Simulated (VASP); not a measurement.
# Na (Fm-3m) in VASP: further runs

Runs on Na. Level: LDA. Tasks: single point.

Everything below comes from runs of VASP 6.6.1. Logs are shortened: lines on timing, memory, paths and dates and some standing lists are left out, and cuts for length are marked.

## (1) The cell of the first run

The structure is cubic, space group Fm-3m (No. 225). The conventional cell has a = 4.645 Å, b = 4.645 Å, c = 4.645 Å, α = 90.00°, β = 90.00°, γ = 90.00°. Na (site symmetry m-3m) has 12 Na at 3.28 Å within 4.3 Å.

## (2) Single point, LDA (volume scaled by 0.75)

The input, INCAR:

```
PREC     = Accurate       # precision mode
ENCUT    = 520            # plane-wave cutoff, eV
EDIFF    = 1E-6           # SCF threshold, eV
ISMEAR   = -1             # smearing method
SIGMA    = 0.05           # smearing width, eV
LREAL    = F              # projectors in reciprocal space
LASPH    = T              # aspherical terms in the spheres
NELM     = 60             # most SCF steps
ALGO     = Normal         # electronic algorithm
ISIF     = 2              # what is computed and relaxed
LWAVE    = F              # write WAVECAR
LCHARG   = F              # write CHGCAR
NBANDS   = 10             # bands
```

The input, KPOINTS:

```
regular mesh
0
Gamma
  13 13 13
```

The input, POSCAR:

```
Na
1.0
    0.0000000000      2.3222942278      2.3222942278
    2.3222942278      0.0000000000      2.3222942278
    2.3222942278      2.3222942278      0.0000000000
Na
1
Direct
    0.0000000000      0.0000000000      0.0000000000
```

Potentials or basis: VASP PAW LDA potentials, release 64 (Na_pv).

Run with:

```
cat potpaw_LDA.64/Na_pv/POTCAR > POTCAR
mpirun -np 1 vasp_std > vasp.out
```

OUTCAR:

```text
PREC = Accurate
   ENCUT = 520
   EDIFF = 1E-6
   ISMEAR = -1
   LREAL = F
   LASPH = T
   NELM = 60
   ISIF = 2

 ion  position               nearest neighbor table
   1  0.000  0.000  0.000-

  LATTYP: Found a face centered cubic cell.
 ALAT       =     4.6445884556

  Lattice vectors:

 A1 = (   0.0000000000,   2.3222942278,   2.3222942278)
 A2 = (   2.3222942278,   0.0000000000,   2.3222942278)
 A3 = (   2.3222942278,   2.3222942278,   0.0000000000)

Analysis of symmetry for initial positions (statically):
=====================================================================
 Subroutine PRICEL returns:
 Original cell was already a primitive cell.

 Routine SETGRP: Setting up the symmetry group for a
 face centered cubic supercell.

 Subroutine GETGRP returns: Found 48 space group operations
 (whereof 48 operations were pure point group operations)
 out of a pool of 48 trial point group operations.

The static configuration has the point symmetry O_h .

Analysis of symmetry for dynamics (positions and initial velocities):
=====================================================================
 Subroutine PRICEL returns:
 Original cell was already a primitive cell.

 Routine SETGRP: Setting up the symmetry group for a
 face centered cubic supercell.

 Subroutine GETGRP returns: Found 48 space group operations
 (whereof 48 operations were pure point group operations)
 out of a pool of 48 trial point group operations.

The dynamic configuration has the point symmetry O_h .

 Subroutine INISYM returns: Found 48 space group operations
 (whereof 48 operations are pure point group operations),
 and found     1 'primitive' translations

----------------------------------------------------------------------------------------

                                     Primitive cell

  volume of cell :      25.0485

  direct lattice vectors                    reciprocal lattice vectors
     0.000000000  2.322294228  2.322294228    -0.215304329  0.215304329  0.215304329
     2.322294228  0.000000000  2.322294228     0.215304329 -0.215304329  0.215304329
     2.322294228  2.322294228  0.000000000     0.215304329  0.215304329 -0.215304329

  length of vectors
     3.284219993  3.284219993  3.284219993     0.372918037  0.372918037  0.372918037

  position of ions in fractional coordinates (direct lattice)
     0.000000000  0.000000000  0.000000000

  ion indices of the primitive-cell ions
   primitive index   ion index
                 1           1

----------------------------------------------------------------------------------------

 KPOINTS: regular mesh

Automatic generation of k-mesh.
 Grid dimensions read from file:
 generate k-points for:   13   13   13

 Generating k-lattice:

  Cartesian coordinates                     Fractional coordinates (reciprocal lattice)
    -0.016561871  0.016561871  0.016561871     0.076923077  0.000000000  0.000000000
     0.016561871 -0.016561871  0.016561871     0.000000000  0.076923077  0.000000000
     0.016561871  0.016561871 -0.016561871     0.000000000  0.000000000  0.076923077

  Length of vectors
     0.028686003  0.028686003  0.028686003

  Shift w.r.t. Gamma in fractional coordinates (k-lattice)
     0.000000000  0.000000000  0.000000000

 Subroutine IBZKPT returns following result:
 ===========================================

 Found     84 irreducible k-points:

 Following reciprocal coordinates:
            Coordinates               Weight
  0.000000  0.000000  0.000000      1.000000
  0.076923  0.000000  0.000000      8.000000
  0.153846  0.000000  0.000000      8.000000
  0.230769  0.000000  0.000000      8.000000
  0.307692  0.000000  0.000000      8.000000
  0.384615  0.000000  0.000000      8.000000
[... 16 lines left out ...]
  0.384615  0.153846  0.000000     24.000000
  0.461538  0.153846  0.000000     24.000000
 [... further k-points ...]
   k-points           NKPTS =     84   k-points in BZ     NKDIM =     84   number of bands    NBANDS=     10
   number of dos      NEDOS =    301   number of ions     NIONS =      1
   total plane-waves  NPLWV =  13824
   dimension x,y,z NGX =    24 NGY =   24 NGZ =   24
   dimension x,y,z NGXF=    48 NGYF=   48 NGZF=   48
   ions per type =               1
   NGX,Y,Z   is equivalent  to a cutoff of  12.15, 12.15, 12.15 a.u.
   NGXF,Y,Z  is equivalent  to a cutoff of  24.30, 24.30, 24.30 a.u.
 SYSTEM =  unknown system
   PREC   = accura    normal or accurate (medium, high low for compatibility)
   ISTART =      0    job   : 0-new  1-cont  2-samecut
   ICHARG =      2    charge: 1-file 2-atom 10-const
   ISPIN  =      1    spin polarized calculation?
   LNONCOLLINEAR =      F non collinear calculations
   LSORBIT =      F    spin-orbit coupling
   LASPH  =      T    aspherical Exc in radial PAW
   ENCUT  =  520.0 eV  38.22 Ry    6.18 a.u.   6.11  6.11  6.11*2*pi/ulx,y,z
   NELM   =     60;   NELMIN=  2; NELMDL= -5     # of ELM steps
   EDIFF  = 0.1E-05   stopping-criterion for ELM
   LREAL  =      F    real-space projection
   EDIFFG = 0.1E-04   stopping-criterion for IOM
   NSW    =      0    number of steps for IOM
   IBRION =     -1    ionic relax: 0-MD 1-quasi-New 2-CG
   NFREE  =      0    steps in history (QN), initial steepest desc. (CG)
   ISIF   =      2    stress and relaxation
   ISYM   =      2    0-nonsym 1-usesym 2-fastsym
   POTIM  = 0.5000    time-step for ionic-motion
   TEBEG  =    0.0;   TEEND  =   0.0 temperature during run
   PSTRESS=    0.0 pullay stress
   NELECT =       7.0000    total number of electrons
   NUPDOWN=      -1.0000    fix difference up-down
   EMIN   =  10.00;   EMAX   =-10.00  energy-range for DOS
   EFERMI =   0.00;   METHOD = LEGACY
   ISMEAR =    -1;   SIGMA  =   0.05  broadening in eV -4-tet -1-fermi 0-gaus
   EFERMI_NEDOS =   21; number of points for ismear=-14 and -15
   IALGO  =     38    algorithm
   IMIX   =      4    mixing-type and parameters
     AMIX     =   0.40;   BMIX     =  1.00
     AMIX_MAG =   1.60;   BMIX_MAG =  1.00
  volume/ion in A,a.u.               =      25.05       169.04
  Fermi-wavevector in a.u.,A,eV,Ry     =   1.070320  2.022611 15.586626  1.145585
  Thomas-Fermi vector in A             =   2.206026
   LORBIT       =      0    0 simple, 1 ext, 2 COOP (PROOUT), +10 PAW based schemes
   GGA     = CA    functional components
   LHFCALC =     F    Hartree Fock is set to
   AEXX    =    0.0000 exact exchange contribution
   IVDW    =     0    specifies the selected vdW correction
   LEPSILON=     F    determine dielectric tensor
   LRPA    =     F    only Hartree local field effects (RPA)
 non-spin polarized calculation
  energy-cutoff  :      520.00
  volume of cell :       25.05
 maximum number of plane-waves:       688
   NGX = 13   NGY = 13   NGZ = 13

 number of electron       6.9999994 magnetization

 Free energy of the ion-electron system (eV)
  ---------------------------------------------------
  ext. energy  EPLUGINS =         0.00000000
  ---------------------------------------------------
  free energy    TOTEN  =        -1.36146236 eV

  energy without entropy =       -1.35744951  energy(sigma->0) =       -1.35945593

 E-fermi :   1.5555     XC(G=0):  -7.9365

 val. band max:        1.4266025300   @ k =   0.3846   0.3846   0.0000
 cond. band min:       1.5704335043   @ k =  -0.3077   0.2308   0.0769
 fundamental gap:      0.1438309742
 Fermi energy:         1.5554781096

 k-point     1 :       0.0000    0.0000    0.0000
  band No.  band energies     occupation
      1     -23.2172      2.00000
      2     -23.2172      2.00000
      3     -23.2172      2.00000
      4      -2.6894      2.00000
      5      15.0887      0.00000
      6      15.0887      0.00000
      7      15.0887      0.00000
      8      16.7594      0.00000
      9      18.0470      0.00000
     10      18.0470      0.00000

 k-point     2 :       0.0769    0.0000    0.0000
  band No.  band energies     occupation
      1     -23.2252      2.00000
      2     -23.2182      2.00000
      3     -23.2182      2.00000
      4      -2.5586      2.00000
      5      13.4510      0.00000
      6      14.9474      0.00000
      7      14.9474      0.00000
      8      17.1427      0.00000
      9      18.2845      0.00000
     10      18.2845      0.00000

 k-point     3 :       0.1538    0.0000    0.0000
  band No.  band energies     occupation
      1     -23.2472      2.00000
      2     -23.2210      2.00000
      3     -23.2210      2.00000
      4      -2.1695      2.00000
      5      11.1744      0.00000
      6      14.6463      0.00000
      7      14.6463      0.00000
      8      16.6234      0.00000
      9      18.4819      0.00000
     10      18.4819      0.00000

 k-point     4 :       0.2308    0.0000    0.0000
  band No.  band energies     occupation
      1     -23.2780      2.00000
      2     -23.2249      2.00000
      3     -23.2249      2.00000
      4      -1.5308      2.00000
      5       8.9668      0.00000
      6      14.3444      0.00000
      7      14.3444      0.00000
      8      16.1063      0.00000
      9      17.8493      0.00000
     10      17.8493      0.00000

 k-point     5 :       0.3077    0.0000    0.0000
  band No.  band energies     occupation
      1     -23.3103      2.00000
      2     -23.2290      2.00000
      3     -23.2290      2.00000
      4      -0.6558      2.00000
      5       6.9092      0.00000
      6      14.1094      0.00000
      7      14.1094      0.00000
      8      15.7597      0.00000
      9      17.1219      0.00000
     10      17.1219      0.00000

 k-point     6 :       0.3846    0.0000    0.0000
  band No.  band energies     occupation
      1     -23.3368      2.00000
      2     -23.2323      2.00000
      3     -23.2323      2.00000
      4       0.4375      2.00000
      5       5.0301      0.00000
      6      13.9581      0.00000
      7      13.9581      0.00000
      8      15.5841      0.00000
      9      16.5882      0.00000
     10      16.5882      0.00000
[... 183 lines left out ...]
 k-point    21 :       0.2308    0.1538    0.0000
  band No.  band energies     occupation
      1     -23.2662      2.00000
      2     -23.2324      2.00000
      3     -23.2314      2.00000
      4      -1.5308      2.00000
      5      10.5992      0.00000
      6      12.8177      0.00000
      7      12.8371      0.00000
      8      14.1371      0.00000
      9      17.5184      0.00000
     10      20.7847      0.00000

 k-point    22 :       0.3077    0.1538    0.0000
  band No.  band energies     occupation
      1     -23.2925      2.00000
      2     -23.2370      2.00000
      3     -23.2363      2.00000
      4      -0.8209      2.00000
      5       8.5659      0.00000
      6      12.0994      0.00000
      7      12.5379      0.00000
      8      14.1657      0.00000
      9      18.0154      0.00000
     10      20.2872      0.00000

 k-point    23 :       0.3846    0.1538    0.0000
  band No.  band energies     occupation
      1     -23.3176      2.00000
      2     -23.2426      2.00000
      3     -23.2402      2.00000
      4       0.1175      2.00000
      5       6.6173      0.00000
      6      11.4162      0.00000
      7      12.4335      0.00000
      8      14.0690      0.00000
      9      19.2252      0.00000
     10      19.4320      0.00000

 k-point    24 :       0.4615    0.1538    0.0000
  band No.  band energies     occupation
      1     -23.3357      2.00000
      2     -23.2491      2.00000
      3     -23.2413      2.00000
      4       1.2624      1.99432
      5       4.8356      0.00000
      6      10.8377      0.00000
      7      12.5093      0.00000
      8      14.0955      0.00000
      9      18.7130      0.00000
     10      19.5969      0.00000

 [... further k-points ...]
[... 5 lines left out ...]
  --------------------------------------------------------------------------------------
  -------------------------------------------------------------------------------------
  Total        0.6891520      0.6891520      0.6891520      0.0000000     -0.0000000     -0.0000000
  in kB       44.0802340     44.0802340     44.0802340      0.0000000     -0.0000000     -0.0000000
  external PRESSURE =      44.0802340 kB  Pullay stress =       0.0000000 kB

 VOLUME and BASIS-vectors are now :
 -----------------------------------------------------------------------------
  energy-cutoff  :      520.00
  volume of cell :       25.05
      direct lattice vectors                 reciprocal lattice vectors
     0.000000000  2.322294228  2.322294228    -0.215304329  0.215304329  0.215304329
     2.322294228  0.000000000  2.322294228     0.215304329 -0.215304329  0.215304329
     2.322294228  2.322294228  0.000000000     0.215304329  0.215304329 -0.215304329

 POSITION                                       TOTAL-FORCE (eV/Angst)
 -----------------------------------------------------------------------------------
      0.00000      0.00000      0.00000         0.000000      0.000000      0.000000
 -----------------------------------------------------------------------------------
    total drift:                               -0.000000      0.000000     -0.000000

  FREE ENERGIE OF THE ION-ELECTRON SYSTEM (eV)
  ---------------------------------------------------
  free  energy   TOTEN  =        -1.3614623598 eV

  energy  without entropy=       -1.3574495081  energy(sigma->0) =       -1.35945593
```

Run time: 4.6 s. Hardware: 1 thread of Intel Xeon 6975P-C (Granite Rapids), shared host; peak memory 0.12 GiB.

What came out:

```yaml
Free_energy: -1.3615 eV
Pressure: 4.4 GPa
```

## (3) Single point, LDA (volume scaled by 0.75)

The input, INCAR:

```
SYSTEM = Na
PREC = Accurate ; ENCUT = 520
EDIFF = 1E-6 ; ISMEAR = -1
SIGMA = 0.05 ; LREAL = .False.
LASPH = .True. ; NELM = 60
ALGO = Normal ; ISIF = 2
LWAVE = .False. ; LCHARG = .True.
LELF = .True. ; LVHAR = .True.
NBANDS = 10
```

The input, KPOINTS:

```
regular mesh
0
Gamma
  13 13 13
  0 0 0
```

POSCAR is that of step 2.

Potentials or basis: VASP PAW LDA potentials, release 64 (Na_pv).

Run with:

```
cat potpaw_LDA.64/Na_pv/POTCAR > POTCAR
mpirun -np 1 vasp_std > vasp.out
```

It took 4.1 s on 1 thread of Intel Xeon 6975P-C (Granite Rapids), shared host; peak memory 0.13 GiB.

It converged, with:

```yaml
Free_energy: -1.3615 eV
Pressure: 4.4 GPa
```

Levels at points of the mesh, in eV from the Fermi level:
```csv
k point,band 1,band 2,band 3,band 4,band 5,band 6,band 7,band 8,band 9
"(0.00, 0.00, 0.00)",-24.77,-24.77,-24.77,-4.24,13.53,13.53,13.53,15.20,16.49
```

## (4) Single point, LDA (volume scaled by 0.85)

The input, INCAR:

```
PREC = Accurate
ENCUT = 520
EDIFF = 1E-7
ISMEAR = -1
SIGMA = 0.05
LREAL = F
LASPH = T
NELM = 80
ALGO = Normal
ISIF = 2
LWAVE = F
LCHARG = F
GGA = CA
NBANDS = 10
```

The input, KPOINTS:

```
regular mesh
0
Gamma
  13 13 13
```

The input, POSCAR:

```
Na
1.0
    0.0000000000      2.4212323255      2.4212323255
    2.4212323255      0.0000000000      2.4212323255
    2.4212323255      2.4212323255      0.0000000000
Na
1
Direct
    0.0000000000      0.0000000000      0.0000000000
```

Run with:

```
cat potpaw_LDA.64/Na_pv/POTCAR > POTCAR
mpirun -np 1 vasp_std > vasp.out
```

Wall time 20 s (1 thread of Intel Xeon Platinum 8259CL at 2.50GHz (Skylake/Cascade Lake), shared host); peak memory 0.14 GiB.

It converged, with:

* Free energy: -1.4268 eV
* Pressure: 2.0 GPa

Levels at points of the mesh, in eV from the Fermi level:
```csv
k point,band 2,band 3,band 4,band 5,band 6,band 7
"(0.00, 0.00, 0.00)",-24.80,-24.80,-3.92,12.69,12.69,12.69
```

## (5) Single point, LDA (volume scaled by 0.85)

The input, INCAR:

```
SYSTEM = Na
PREC     = Accurate       ! precision mode
ENCUT    = 520            ! plane-wave cutoff, eV
EDIFF    = 1E-6           ! SCF threshold, eV
ISMEAR   = -1             ! smearing method
SIGMA    = 0.05           ! smearing width, eV
LREAL    = .False.        ! projectors in reciprocal space
LASPH    = .True.         ! aspherical terms in the spheres
NELM     = 100            ! most SCF steps
ALGO     = Normal         ! electronic algorithm
ISIF     = 2              ! what is computed and relaxed
LWAVE    = .False.        ! write WAVECAR
LCHARG   = .False.        ! write CHGCAR
GGA      = CA             ! functional
NBANDS   = 10             ! bands
```

The input, KPOINTS:

```
Automatic mesh
0
Gamma
  13 13 13
  0 0 0
```

POSCAR is that of step 4.

Run with:

```
cat potpaw_LDA.64/Na_pv/POTCAR > POTCAR
mpirun -np 1 vasp_std > vasp.out
```

It took 18 s on 1 thread of Intel Xeon Platinum 8259CL at 2.50GHz (Skylake/Cascade Lake), shared host; peak memory 0.14 GiB.

It converged, with:

| Quantity | Value |
| --- | --- |
| Free energy | -1.4268 eV |
| Pressure | 1.9 GPa |

Levels at points of the mesh, in eV from the Fermi level:
```tsv
k point	band 1	band 2	band 3	band 4	band 5	band 6	band 7	band 8	band 9
(0.00, 0.00, 0.00)	-24.80	-24.80	-24.80	-3.92	12.69	12.69	12.69	14.22	15.13
```
